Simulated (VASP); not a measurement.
# NaLi2Cu2 (I4/mmm) in VASP: single point with PBE

Aim: the single point of NaLi2Cu2 with PBE.

All numbers are computed with VASP 6.6.1; they aren't measurements. Logs are shortened: lines on timing, memory, paths and dates and some standing lists are left out, and cuts for length are marked.

### Step 1. The cell of the first run

The structure is tetragonal, space group I4/mmm (No. 139). The conventional cell has a = 3.748 Å, b = 3.748 Å, c = 9.835 Å, α = 90.00°, β = 90.00°, γ = 90.00°. Within 3.9 Å of Na (site symmetry 4/mmm) lie 10 Cu at 2.93 to 3.68 Å and 8 Li at 3.09 Å and 4 Na at 3.75 Å. Li (site symmetry -4m2) has 4 Cu at 2.24 Å and 4 Li at 2.65 Å and 4 Na at 3.09 Å within 3.1 Å. Cu (site symmetry 4mm) has 4 Li at 2.24 Å and 1 Cu at 2.48 Å and 4 Na at 2.93 Å within 3.0 Å.

### Step 2. Single point, PBE

INCAR reads:

```
SYSTEM = NaLi2Cu2
ALGO = Fast ; EDIFF = 1E-6
ENCUT = 520 ; GGA = PE
ISIF = 2 ; ISMEAR = 0
LASPH = .TRUE. ; LCHARG = .TRUE.
LELF = .TRUE. ; LREAL = .FALSE.
LVHAR = .TRUE. ; LWAVE = .FALSE.
NBANDS = 26 ; NELM = 100
PREC = Accurate ; SIGMA = 0.1
```

KPOINTS reads:

```
k-points
0
G
  6 6 6
  0 0 0
```

POSCAR reads:

```
NaLi2Cu2
1.0
   -1.8741330039      1.8741330039      4.9172796637
    1.8741330039     -1.8741330039      4.9172796637
    1.8741330039      1.8741330039     -4.9172796637
Na Li Cu
1 2 2
Direct
    0.0000000000      0.0000000000      0.0000000000
    0.2500000000      0.7500000000      0.5000000000
    0.7500000000      0.2500000000      0.5000000000
    0.6260000000      0.6260000000      0.0000000000
    0.3740000000      0.3740000000      0.0000000000
```

Potentials or basis: VASP PAW PBE potentials, release 64 (Na_pv, Li_sv, Cu).

Command:

```sh
$ cat potpaw_PBE.64/Na_pv/POTCAR potpaw_PBE.64/Li_sv/POTCAR potpaw_PBE.64/Cu/POTCAR > POTCAR
$ mpirun -np 1 vasp_std > vasp.out
```

OUTCAR:

```text
SYSTEM = NaLi2Cu2
   EDIFF = 1E-6
   ENCUT = 520
   GGA = PE
   ISIF = 2
   ISMEAR = 0
   LASPH = .TRUE.
   LREAL = .FALSE.
   NELM = 100
   PREC = Accurate

 ion  position               nearest neighbor table
   1  0.000  0.000  0.000-
   2  0.250  0.750  0.500-   5 2.24   4 2.24   5 2.24   4 2.24
   3  0.750  0.250  0.500-   5 2.24   4 2.24   5 2.24   4 2.24
   4  0.626  0.626  0.000-   2 2.24   3 2.24   2 2.24   3 2.24   5 2.48
   5  0.374  0.374  0.000-   2 2.24   3 2.24   2 2.24   3 2.24   4 2.48

  LATTYP: Found a body centered tetragonal cell.
 ALAT       =     3.7482660078
 C/A-ratio  =     2.6237623762

  Lattice vectors:

 A1 = (  -1.8741330039,   1.8741330039,   4.9172796637)
 A2 = (   1.8741330039,  -1.8741330039,   4.9172796637)
 A3 = (   1.8741330039,   1.8741330039,  -4.9172796637)

Analysis of symmetry for initial positions (statically):
=====================================================================
 Subroutine PRICEL returns:
 Original cell was already a primitive cell.

 Routine SETGRP: Setting up the symmetry group for a
 body centered tetragonal supercell.

 Subroutine GETGRP returns: Found 16 space group operations
 (whereof 16 operations were pure point group operations)
 out of a pool of 16 trial point group operations.

The static configuration has the point symmetry D_4h.

Analysis of symmetry for dynamics (positions and initial velocities):
=====================================================================
 Subroutine PRICEL returns:
 Original cell was already a primitive cell.

 Routine SETGRP: Setting up the symmetry group for a
 body centered tetragonal supercell.

 Subroutine GETGRP returns: Found 16 space group operations
 (whereof 16 operations were pure point group operations)
 out of a pool of 16 trial point group operations.

The dynamic configuration has the point symmetry D_4h.

 Subroutine INISYM returns: Found 16 space group operations
 (whereof 16 operations are pure point group operations),
 and found     1 'primitive' translations

----------------------------------------------------------------------------------------

                                     Primitive cell

  volume of cell :      69.0853

  direct lattice vectors                    reciprocal lattice vectors
    -1.874133004  1.874133004  4.917279664     0.000000000  0.266790030  0.101682238
     1.874133004 -1.874133004  4.917279664     0.266790030  0.000000000  0.101682238
     1.874133004  1.874133004 -4.917279664     0.266790030  0.266790030  0.000000000

  length of vectors
     5.586088822  5.586088822  5.586088822     0.285510416  0.285510416  0.377298078

  position of ions in fractional coordinates (direct lattice)
     0.000000000  0.000000000  0.000000000
     0.250000000  0.750000000  0.500000000
     0.750000000  0.250000000  0.500000000
     0.626000000  0.626000000  0.000000000
     0.374000000  0.374000000  0.000000000

  ion indices of the primitive-cell ions
   primitive index   ion index
                 1           1
                 2           2
                 3           3
                 4           4
                 5           5

----------------------------------------------------------------------------------------

 KPOINTS: k-points

Automatic generation of k-mesh.
 Grid dimensions read from file:
 generate k-points for:    6    6    6

 Generating k-lattice:

  Cartesian coordinates                     Fractional coordinates (reciprocal lattice)
     0.000000000  0.044465005  0.016947040     0.166666667 -0.000000000  0.000000000
     0.044465005  0.000000000  0.016947040    -0.000000000  0.166666667  0.000000000
     0.044465005  0.044465005  0.000000000     0.000000000  0.000000000  0.166666667

  Length of vectors
     0.047585069  0.047585069  0.062883013

  Shift w.r.t. Gamma in fractional coordinates (k-lattice)
     0.000000000  0.000000000  0.000000000

 Subroutine IBZKPT returns following result:
 ===========================================

 Found     30 irreducible k-points:

 Following reciprocal coordinates:
            Coordinates               Weight
  0.000000  0.000000  0.000000      1.000000
  0.166667  0.000000 -0.000000      8.000000
  0.333333  0.000000 -0.000000      8.000000
  0.500000  0.000000 -0.000000      4.000000
  0.166667  0.166667 -0.000000      8.000000
  0.333333  0.166667 -0.000000     16.000000
[... 16 lines left out ...]
 -0.333333 -0.333333  0.166667      8.000000
 -0.166667 -0.333333  0.166667      8.000000
 [... further k-points ...]
   k-points           NKPTS =     30   k-points in BZ     NKDIM =     30   number of bands    NBANDS=     26
   number of dos      NEDOS =    301   number of ions     NIONS =      5
   total plane-waves  NPLWV =  74088
   dimension x,y,z NGX =    42 NGY =   42 NGZ =   42
   dimension x,y,z NGXF=    84 NGYF=   84 NGZF=   84
   ions per type =               1   2   2
   NGX,Y,Z   is equivalent  to a cutoff of  12.50, 12.50, 12.50 a.u.
   NGXF,Y,Z  is equivalent  to a cutoff of  25.00, 25.00, 25.00 a.u.
 SYSTEM =  NaLi2Cu2
   PREC   = accura    normal or accurate (medium, high low for compatibility)
   ISTART =      0    job   : 0-new  1-cont  2-samecut
   ICHARG =      2    charge: 1-file 2-atom 10-const
   ISPIN  =      1    spin polarized calculation?
   LNONCOLLINEAR =      F non collinear calculations
   LSORBIT =      F    spin-orbit coupling
   LASPH  =      T    aspherical Exc in radial PAW
   ENCUT  =  520.0 eV  38.22 Ry    6.18 a.u.  10.39 10.39 10.39*2*pi/ulx,y,z
   NELM   =    100;   NELMIN=  2; NELMDL= -5     # of ELM steps
   EDIFF  = 0.1E-05   stopping-criterion for ELM
   LREAL  =      F    real-space projection
[... 7 lines left out ...]
   TEBEG  =    0.0;   TEEND  =   0.0 temperature during run
   PSTRESS=    0.0 pullay stress
   NELECT =      35.0000    total number of electrons
   NUPDOWN=      -1.0000    fix difference up-down
   EMIN   =  10.00;   EMAX   =-10.00  energy-range for DOS
   EFERMI =   0.00;   METHOD = LEGACY
   ISMEAR =     0;   SIGMA  =   0.10  broadening in eV -4-tet -1-fermi 0-gaus
   EFERMI_NEDOS =   21; number of points for ismear=-14 and -15
   IALGO  =     68    algorithm
   IMIX   =      4    mixing-type and parameters
     AMIX     =   0.40;   BMIX     =  1.00
     AMIX_MAG =   1.60;   BMIX_MAG =  1.00
  volume/ion in A,a.u.               =      13.82        93.24
  Fermi-wavevector in a.u.,A,eV,Ry     =   1.305075  2.466235 23.173740  1.703222
  Thomas-Fermi vector in A             =   2.435969
   LORBIT       =      0    0 simple, 1 ext, 2 COOP (PROOUT), +10 PAW based schemes
   GGA     = PE    functional components
   LHFCALC =     F    Hartree Fock is set to
   AEXX    =    0.0000 exact exchange contribution
   IVDW    =     0    specifies the selected vdW correction
   LEPSILON=     F    determine dielectric tensor
   LRPA    =     F    only Hartree local field effects (RPA)
 non-spin polarized calculation
 RMM-DIIS sequential band-by-band and
 Gauss-broadening in eV      SIGMA  =   0.10
  energy-cutoff  :      520.00
  volume of cell :       69.09
 maximum number of plane-waves:      1875
 NGX is ok and might be reduce to    42
   NGX = 21   NGY = 21   NGZ = 21

 number of electron      35.0000011 magnetization

 Free energy of the ion-electron system (eV)
  ---------------------------------------------------
  ext. energy  EPLUGINS =         0.00000000
  ---------------------------------------------------
  free energy    TOTEN  =       -10.67458231 eV

  energy without entropy =      -10.66930866  energy(sigma->0) =      -10.67194549

 E-fermi :   3.7554     XC(G=0):  -9.8072

 val. band max:        3.6697924127   @ k =   0.5000   0.5000  -0.0000
 cond. band min:       3.7735646010   @ k =  -0.1667   0.1667   0.0000
 fundamental gap:      0.1037721882
 Fermi energy:         3.7554104067

 k-point     1 :       0.0000    0.0000    0.0000
  band No.  band energies     occupation
      1     -41.6781      2.00000
      2     -41.6135      2.00000
      3     -19.8128      2.00000
      4     -19.8066      2.00000
      5     -19.8066      2.00000
      6      -2.2006      2.00000
[... 18 lines left out ...]
     25      13.2694      0.00000
     26      15.4648      0.00000

 k-point     2 :       0.1667    0.0000   -0.0000
  band No.  band energies     occupation
      1     -41.6736      2.00000
      2     -41.6177      2.00000
      3     -19.8128      2.00000
      4     -19.8120      2.00000
      5     -19.8061      2.00000
      6      -1.9142      2.00000
[... 18 lines left out ...]
     25      14.3772      0.00000
     26      14.7374      0.00000

 k-point     3 :       0.3333    0.0000   -0.0000
  band No.  band energies     occupation
      1     -41.6614      2.00000
      2     -41.6291      2.00000
      3     -19.8252      2.00000
      4     -19.8106      2.00000
      5     -19.8051      2.00000
      6      -1.1161      2.00000
[... 18 lines left out ...]
     25      13.0176      0.00000
     26      14.5646      0.00000

 k-point     4 :       0.5000    0.0000   -0.0000
  band No.  band energies     occupation
      1     -41.6451      2.00000
      2     -41.6451      2.00000
      3     -19.8313      2.00000
      4     -19.8099      2.00000
      5     -19.8046      2.00000
      6      -0.4007      2.00000
[... 18 lines left out ...]
     25      13.6872      0.00000
     26      14.5303      0.00000
[... 496 lines left out ...]
      1     -41.6614      2.00000
      2     -41.6291      2.00000
      3     -19.8252      2.00000
      4     -19.8107      2.00000
      5     -19.8051      2.00000
      6      -0.7251      2.00000
[... 18 lines left out ...]
     25      13.5586      0.00000
     26      14.7897      0.00000

 k-point    23 :      -0.3333   -0.3333    0.1667
  band No.  band energies     occupation
      1     -41.6696      2.00000
      2     -41.6213      2.00000
      3     -19.8126      2.00000
      4     -19.8119      2.00000
      5     -19.8115      2.00000
      6      -1.1332      2.00000
[... 18 lines left out ...]
     25      12.9047      0.00000
     26      13.8391      0.00000

 k-point    24 :      -0.1667   -0.3333    0.1667
  band No.  band energies     occupation
      1     -41.6735      2.00000
      2     -41.6177      2.00000
      3     -19.8128      2.00000
      4     -19.8121      2.00000
      5     -19.8061      2.00000
      6      -1.6178      2.00000
[... 18 lines left out ...]
     25      13.4589      0.00000
     26      14.6265      0.00000

 [... further k-points ...]

------------------------ aborting loop because EDIFF is reached ----------------------------------------

  FORCE on cell =-STRESS in cart. coord.  units (eV):
  Direction    XX          YY          ZZ          XY          YZ          ZX
  --------------------------------------------------------------------------------------
  -------------------------------------------------------------------------------------
  Total        6.8502982      6.8502982      4.9029051      0.0000000      0.0000000      0.0000000
  in kB      158.8672374    158.8672374    113.7046821      0.0000000      0.0000000      0.0000000
  external PRESSURE =     143.8130523 kB  Pullay stress =       0.0000000 kB

 VOLUME and BASIS-vectors are now :
 -----------------------------------------------------------------------------
  energy-cutoff  :      520.00
  volume of cell :       69.09
      direct lattice vectors                 reciprocal lattice vectors
    -1.874133004  1.874133004  4.917279664     0.000000000  0.266790030  0.101682238
     1.874133004 -1.874133004  4.917279664     0.266790030  0.000000000  0.101682238
     1.874133004  1.874133004 -4.917279664     0.266790030  0.266790030  0.000000000

 POSITION                                       TOTAL-FORCE (eV/Angst)
 -----------------------------------------------------------------------------------
      0.00000      0.00000      0.00000         0.000000      0.000000     -0.000000
      1.87413      0.00000      2.45864         0.000000      0.000000     -0.000000
      0.00000      1.87413      2.45864         0.000000      0.000000     -0.000000
      0.00000      0.00000      6.15643         0.000000      0.000000     -1.418613
      0.00000      0.00000      3.67813        -0.000000     -0.000000      1.418613
 -----------------------------------------------------------------------------------
    total drift:                                0.000000     -0.000000      0.000000

  FREE ENERGIE OF THE ION-ELECTRON SYSTEM (eV)
  ---------------------------------------------------
  free  energy   TOTEN  =       -10.6745823056 eV

  energy  without entropy=      -10.6693086648  energy(sigma->0) =      -10.67194549
```

It took 5.4 min on 1 thread of Intel Xeon 8259CL, shared host; peak memory 0.28 GiB.

What came out:

| Item | Value |
| --- | --- |
| Free energy | -10.6746 eV |
| Largest force | 1.419 eV/Å |
| Band gap on the k mesh | zero (an odd number of electrons rules out a gap without spin polarisation) |

Forces in eV/Å, atoms in the order of the input:
```
Na   0.000  0.000  0.000
Li   0.000  0.000  0.000
Li   0.000  0.000  0.000
Cu   0.000  0.000 -1.419
Cu   0.000  0.000  1.419
```

Caveat: the cutoff is under 1.25 times the usual one of these potentials, so pressure, stress and relaxed cells hold a basis-set (Pulay) error; forces of over 1 eV/Å act on the atoms, so gaps and moduli don't describe the material at rest.
